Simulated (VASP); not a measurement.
# Sn (I4_1/amd) in VASP: relaxation of cell and atoms with PBE

Aim: the relaxation of cell and atoms of Sn with PBE.

All numbers are computed with VASP 6.6.1; they aren't measurements. Logs are shortened: lines on timing, memory, paths and dates and some standing lists are left out, and cuts for length are marked.

## 1. The cell of the first run

The structure is tetragonal, space group I4_1/amd (No. 141). Conventional cell: a = 5.880 Å, b = 5.880 Å, c = 3.199 Å, α = 90.00°, β = 90.00°, γ = 90.00°. Within 4.0 Å of Sn (site symmetry -4m2) lie 10 Sn at 3.05 to 3.79 Å.

## 2. Relaxation of cell and atoms, PBE

INCAR reads:

```
SYSTEM = Sn
  PREC = Accurate
  ENCUT = 600
  EDIFF = 1E-6
  ISMEAR = 0
  SIGMA = 0.1
  LREAL = .FALSE.
  LASPH = .TRUE.
  NELM = 60
  ALGO = Fast
  ISIF = 3
  LWAVE = .FALSE.
  LCHARG = .FALSE.
  GGA = PE
  IBRION = 2
  NSW = 100
  EDIFFG = -0.01
```

KPOINTS reads:

```
Automatic mesh
0
G
  14 14 14
  0 0 0
```

POSCAR reads:

```
Sn
1.0
   -2.9401404553      2.9401404553      1.5993019889
    2.9401404553     -2.9401404553      1.5993019889
    2.9401404553      2.9401404553     -1.5993019889
Sn
2
Direct
    0.7500000000      0.2500000000      0.5000000000
    0.0000000000      0.0000000000      0.0000000000
```

Potentials or basis: VASP PAW PBE potentials, release 64 (Sn_d).

Launch:

```sh
> cat potpaw_PBE.64/Sn_d/POTCAR > POTCAR
> mpirun -np 1 vasp_std > vasp.out
```

OUTCAR:

```text
SYSTEM = Sn
   PREC = Accurate
   ENCUT = 600
   EDIFF = 1E-6
   ISMEAR = 0
   LREAL = .FALSE.
   LASPH = .TRUE.
   NELM = 60
   ISIF = 3
   GGA = PE
   IBRION = 2
   NSW = 100
   EDIFFG = -0.01

 ion  position               nearest neighbor table
   1  0.750  0.250  0.500-   2 3.05   2 3.05   2 3.05   2 3.05
   2  0.000  0.000  0.000-   1 3.05   1 3.05   1 3.05   1 3.05

  LATTYP: Found a body centered tetragonal cell.
 ALAT       =     5.8802809106
 C/A-ratio  =     0.5439542815

  Lattice vectors:

 A1 = (  -2.9401404553,   2.9401404553,   1.5993019889)
 A2 = (   2.9401404553,  -2.9401404553,   1.5993019889)
 A3 = (   2.9401404553,   2.9401404553,  -1.5993019889)

Analysis of symmetry for initial positions (statically):
=====================================================================
 Subroutine PRICEL returns:
 Original cell was already a primitive cell.

 Routine SETGRP: Setting up the symmetry group for a
 body centered tetragonal supercell.

 Subroutine GETGRP returns: Found 16 space group operations
 (whereof  8 operations were pure point group operations)
 out of a pool of 16 trial point group operations.

The static configuration has the point symmetry D_2d.
 The point group associated with its full space group is D_4h.

Analysis of symmetry for dynamics (positions and initial velocities):
=====================================================================
 Subroutine PRICEL returns:
 Original cell was already a primitive cell.

 Routine SETGRP: Setting up the symmetry group for a
 body centered tetragonal supercell.

 Subroutine GETGRP returns: Found 16 space group operations
 (whereof  8 operations were pure point group operations)
 out of a pool of 16 trial point group operations.

The dynamic configuration has the point symmetry D_2d.
 The point group associated with its full space group is D_4h.

 Subroutine INISYM returns: Found 16 space group operations
 (whereof  8 operations are pure point group operations),
 and found     1 'primitive' translations

----------------------------------------------------------------------------------------

                                     Primitive cell

  volume of cell :      55.3002

  direct lattice vectors                    reciprocal lattice vectors
    -2.940140455  2.940140455  1.599301989     0.000000000  0.170059903  0.312636390
     2.940140455 -2.940140455  1.599301989     0.170059903  0.000000000  0.312636390
     2.940140455  2.940140455 -1.599301989     0.170059903  0.170059903  0.000000000

  length of vectors
     4.454954393  4.454954393  4.454954393     0.355895888  0.355895888  0.240501021

  position of ions in fractional coordinates (direct lattice)
     0.750000000  0.250000000  0.500000000
     0.000000000  0.000000000  0.000000000

  ion indices of the primitive-cell ions
   primitive index   ion index
                 1           1
                 2           2

----------------------------------------------------------------------------------------

 KPOINTS: Automatic mesh

Automatic generation of k-mesh.
 Grid dimensions read from file:
 generate k-points for:   14   14   14

 Generating k-lattice:

  Cartesian coordinates                     Fractional coordinates (reciprocal lattice)
     0.000000000  0.012147136  0.022331171     0.071428571 -0.000000000  0.000000000
     0.012147136  0.000000000  0.022331171    -0.000000000  0.071428571  0.000000000
     0.012147136  0.012147136  0.000000000     0.000000000  0.000000000  0.071428571

  Length of vectors
     0.025421135  0.025421135  0.017178644

  Shift w.r.t. Gamma in fractional coordinates (k-lattice)
     0.000000000  0.000000000  0.000000000

 Subroutine IBZKPT returns following result:
 ===========================================

 Found    244 irreducible k-points:

 Following reciprocal coordinates:
            Coordinates               Weight
  0.000000  0.000000  0.000000      1.000000
  0.071429 -0.000000  0.000000      8.000000
  0.142857 -0.000000  0.000000      8.000000
  0.214286 -0.000000  0.000000      8.000000
  0.285714 -0.000000  0.000000      8.000000
  0.357143 -0.000000  0.000000      8.000000
[... 16 lines left out ...]
  0.214286  0.142857  0.000000     16.000000
  0.285714  0.142857  0.000000     16.000000
 [... further k-points ...]
   k-points           NKPTS =    244   k-points in BZ     NKDIM =    244   number of bands    NBANDS=     18
   number of dos      NEDOS =    301   number of ions     NIONS =      2
   total plane-waves  NPLWV =  46656
   dimension x,y,z NGX =    36 NGY =   36 NGZ =   36
   dimension x,y,z NGXF=    72 NGYF=   72 NGZF=   72
   ions per type =               2
   NGX,Y,Z   is equivalent  to a cutoff of  13.43, 13.43, 13.43 a.u.
   NGXF,Y,Z  is equivalent  to a cutoff of  26.87, 26.87, 26.87 a.u.
 SYSTEM =  Sn
   PREC   = accura    normal or accurate (medium, high low for compatibility)
   ISTART =      0    job   : 0-new  1-cont  2-samecut
   ICHARG =      2    charge: 1-file 2-atom 10-const
   ISPIN  =      1    spin polarized calculation?
   LNONCOLLINEAR =      F non collinear calculations
   LSORBIT =      F    spin-orbit coupling
   LASPH  =      T    aspherical Exc in radial PAW
   ENCUT  =  600.0 eV  44.10 Ry    6.64 a.u.   8.90  8.90  8.90*2*pi/ulx,y,z
   NELM   =     60;   NELMIN=  2; NELMDL= -5     # of ELM steps
   EDIFF  = 0.1E-05   stopping-criterion for ELM
   LREAL  =      F    real-space projection
   EDIFFG = -.1E-01   stopping-criterion for IOM
   NSW    =    100    number of steps for IOM
   IBRION =      2    ionic relax: 0-MD 1-quasi-New 2-CG
   NFREE  =      1    steps in history (QN), initial steepest desc. (CG)
   ISIF   =      3    stress and relaxation
   ISYM   =      2    0-nonsym 1-usesym 2-fastsym
   POTIM  = 0.5000    time-step for ionic-motion
   TEBEG  =    0.0;   TEEND  =   0.0 temperature during run
   PSTRESS=    0.0 pullay stress
   NELECT =      28.0000    total number of electrons
   NUPDOWN=      -1.0000    fix difference up-down
   EMIN   =  10.00;   EMAX   =-10.00  energy-range for DOS
   EFERMI =   0.00;   METHOD = LEGACY
   ISMEAR =     0;   SIGMA  =   0.10  broadening in eV -4-tet -1-fermi 0-gaus
   EFERMI_NEDOS =   21; number of points for ismear=-14 and -15
   IALGO  =     68    algorithm
   IMIX   =      4    mixing-type and parameters
     AMIX     =   0.40;   BMIX     =  1.00
     AMIX_MAG =   1.60;   BMIX_MAG =  1.00
  volume/ion in A,a.u.               =      27.65       186.59
  Fermi-wavevector in a.u.,A,eV,Ry     =   1.304824  2.465760 23.164816  1.702566
  Thomas-Fermi vector in A             =   2.435734
   LORBIT       =      0    0 simple, 1 ext, 2 COOP (PROOUT), +10 PAW based schemes
   GGA     = PE    functional components
   LHFCALC =     F    Hartree Fock is set to
   AEXX    =    0.0000 exact exchange contribution
   IVDW    =     0    specifies the selected vdW correction
   LEPSILON=     F    determine dielectric tensor
   LRPA    =     F    only Hartree local field effects (RPA)
 conjugate gradient relaxation of ions
 non-spin polarized calculation
 RMM-DIIS sequential band-by-band and
 Gauss-broadening in eV      SIGMA  =   0.10
  energy-cutoff  :      600.00
  volume of cell :       55.30
 maximum number of plane-waves:      1878
   NGX = 17   NGY = 17   NGZ = 17

--------------------------------------- Ionic step        1  -------------------------------------------

 number of electron      27.9999989 magnetization

 Free energy of the ion-electron system (eV)
  ---------------------------------------------------
  ext. energy  EPLUGINS =         0.00000000
  ---------------------------------------------------
  free energy    TOTEN  =        -7.60292949 eV

  energy without entropy =       -7.59649950  energy(sigma->0) =       -7.59971450

------------------------ aborting loop because EDIFF is reached ----------------------------------------

  FORCE on cell =-STRESS in cart. coord.  units (eV):
  Direction    XX          YY          ZZ          XY          YZ          ZX
  --------------------------------------------------------------------------------------
  -------------------------------------------------------------------------------------
  Total        0.4498049      0.4498049      0.4920702      0.0000000      0.0000000      0.0000000
  in kB       13.0319130     13.0319130     14.2564380      0.0000000      0.0000000      0.0000000
  external PRESSURE =      13.4400880 kB  Pullay stress =       0.0000000 kB

 VOLUME and BASIS-vectors are now :
 -----------------------------------------------------------------------------
  energy-cutoff  :      600.00
  volume of cell :       55.30
      direct lattice vectors                 reciprocal lattice vectors
    -2.940140455  2.940140455  1.599301989     0.000000000  0.170059903  0.312636390
     2.940140455 -2.940140455  1.599301989     0.170059903  0.000000000  0.312636390
     2.940140455  2.940140455 -1.599301989     0.170059903  0.170059903  0.000000000
[... 217 lines left out ...]
 POSITION                                       TOTAL-FORCE (eV/Angst)
 -----------------------------------------------------------------------------------
     -0.00000      2.96379      0.80718        -0.000000      0.000000      0.000000
      0.00000     -0.00000      0.00000         0.000000     -0.000000     -0.000000
 -----------------------------------------------------------------------------------
    total drift:                               -0.000000      0.000000     -0.000000

  FREE ENERGIE OF THE ION-ELECTRON SYSTEM (eV)
  ---------------------------------------------------
  free  energy   TOTEN  =        -7.6091305317 eV

  energy  without entropy=       -7.6023694786  energy(sigma->0) =       -7.60575001

--------------------------------------- Ionic step        8  -------------------------------------------

 number of electron      27.9999990 magnetization

 Free energy of the ion-electron system (eV)
  ---------------------------------------------------
  ext. energy  EPLUGINS =         0.00000000
  ---------------------------------------------------
  free energy    TOTEN  =        -7.60913879 eV

  energy without entropy =       -7.60235533  energy(sigma->0) =       -7.60574706

 E-fermi :   7.4243     XC(G=0): -10.0952

 val. band max:        7.4047644860   @ k =   0.1429   0.0714   0.0714
 cond. band min:       7.4254075874   @ k =  -0.2857   0.2857   0.2143
 fundamental gap:      0.0206431014
 Fermi energy:         7.4242743104

 k-point     1 :       0.0000    0.0000    0.0000
  band No.  band energies     occupation
      1     -14.1667      2.00000
      2     -14.0942      2.00000
      3     -14.0539      2.00000
      4     -14.0445      2.00000
      5     -13.9160      2.00000
      6     -13.9160      2.00000
[... 10 lines left out ...]
     17      13.4290      0.00000
     18      13.9856      0.00000
[... 463 lines left out ...]
 k-point    24 :       0.2857    0.1429    0.0000
  band No.  band energies     occupation
      1     -14.1170      2.00000
      2     -14.0252      2.00000
      3     -13.9997      2.00000
      4     -13.9932      2.00000
      5     -13.9657      2.00000
      6     -13.9600      2.00000
[... 10 lines left out ...]
     17      10.3674      0.00000
     18      11.4623      0.00000

 [... further k-points ...]
[... 5 lines left out ...]
  --------------------------------------------------------------------------------------
  -------------------------------------------------------------------------------------
  Total       -0.0180835     -0.0180835      0.0148300      0.0000000      0.0000000      0.0000000
  in kB       -0.5103439     -0.5103439      0.4185250      0.0000000      0.0000000      0.0000000
  external PRESSURE =      -0.2007209 kB  Pullay stress =       0.0000000 kB

 VOLUME and BASIS-vectors are now :
 -----------------------------------------------------------------------------
  energy-cutoff  :      600.00
  volume of cell :       56.77
      direct lattice vectors                 reciprocal lattice vectors
    -2.964910573  2.964910573  1.614535412     0.000000000  0.168639150  0.309686611
     2.964910573 -2.964910573  1.614535412     0.168639150  0.000000000  0.309686611
     2.964910573  2.964910573 -1.614535412     0.168639150  0.168639150  0.000000000

 POSITION                                       TOTAL-FORCE (eV/Angst)
 -----------------------------------------------------------------------------------
     -0.00000      2.96491      0.80727        -0.000000     -0.000000     -0.000000
      0.00000      5.92982      0.00000         0.000000      0.000000      0.000000
 -----------------------------------------------------------------------------------
    total drift:                                0.000000      0.000000     -0.000000

  FREE ENERGIE OF THE ION-ELECTRON SYSTEM (eV)
  ---------------------------------------------------
  free  energy   TOTEN  =        -7.6091387872 eV

  energy  without entropy=       -7.6023553310  energy(sigma->0) =       -7.60574706

 reached required accuracy - stopping structural energy minimisation
```

Wall time 48 min (1 thread of AMD EPYC 7R13, shared host); peak memory 0.37 GiB.

What came out:

```yaml
Free_energy: -7.6091 eV
Relaxed_volume: 28.39 Å³/atom
Relaxed_cell: a = 4.493 Å, b = 4.493 Å, c = 4.493 Å, α = 97.42°, β = 97.42°, γ = 137.88°
Space_group_after_relaxing_to_0.05_Å: I4_1/amd (No. 141)
Energy_gained_by_relaxing: 3.1 meV/atom
Ionic_steps: 8
Pressure_after_relaxing: 0.0 GPa
Band_gap_on_the_k_mesh: zero (band 14 reaches 8.78 eV, above the bottom of band 15 at 5.01 eV)
```

The path:
```
step  energy change (eV)  largest force (eV/Å)  pressure (GPa)  volume (Å³)
   1              0.0000                0.0000            1.34        55.30
   2             -0.0058                0.0000           -0.44        57.18
   3             -0.0062                0.0000            0.07        56.76
   4             -0.0062                0.0000           -0.10        56.82
   5             -0.0062                0.0000            0.06        56.68
   6             -0.0062                0.0000            0.03        56.72
   7             -0.0062                0.0000            0.07        56.72
   8             -0.0062                0.0000           -0.02        56.77
```

Final structure:
```
CELL_PARAMETERS angstrom
-2.96491 2.96491 1.61454
2.96491 -2.96491 1.61454
2.96491 2.96491 -1.61454
ATOMIC_POSITIONS crystal
Sn 0.75000 0.25000 0.50000
Sn 0.00000 0.00000 0.00000
```

Levels at points of the mesh, in eV from the Fermi level:
```tsv
k point	band 12	band 13	band 14	band 15	band 16	band 17
(0.00, 0.00, 0.00)	-3.76	-1.85	-1.85	3.05	6.00	6.00
(0.50, 0.00, 0.00)	-5.26	-2.33	-1.59	-1.05	2.30	2.75
(0.50, 0.50, 0.00)	-8.65	0.61	0.61	1.50	1.50	5.84
(0.50, 0.50, 0.50)	-7.43	-4.55	-4.55	4.90	4.90	8.96
```

Caveat: spin-orbit coupling is left out, which moves the levels of the heavy elements.
